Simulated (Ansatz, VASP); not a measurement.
# Al2Cu: VASP beside Ansatz

```xyz
3
Lattice="4.0880 0.0000 0.0000 0.0000 4.0880 0.0000 0.0000 0.0000 2.8513" Properties=species:S:1:pos:R:3 pbc="T T T"
Al    2.0440    0.0000    1.4257
Al    0.0000    2.0440    1.4257
Cu    0.0000    0.0000    0.0000
```

Alike in both runs: functional r2SCAN; k mesh 10 × 10 × 14; occupations gaussian, width 0.1 eV; no spin polarisation.

Ansatz relaxed the structure, and its values are those at the end. VASP's run is a single point on that final structure, the one shown.

```csv
,VASP,Ansatz
version,VASP 6.6.1,Ansatz 0.2.0
potentials or method,"VASP PAW PBE potentials, release 64 (Al, Cu), cutoff 520 eV","scalar-relativistic, plane waves, PAW"
valence electrons in the cell,17,25
```

|  | VASP | Ansatz | Ansatz less VASP |
| --- | --- | --- | --- |
| gap on the k mesh at the Fermi level (eV) | none | none | - |
| pressure (GPa) | -0.2 | 0.0 | +0.23 |

VASP's potentials were made for PBE, not for r2SCAN. A gap of «none» marks a metal or a gap that the smearing closes. VASP's potentials hold 17 valence electrons a cell and Ansatz's 25, so a difference there can come from the potentials and not from the codes.
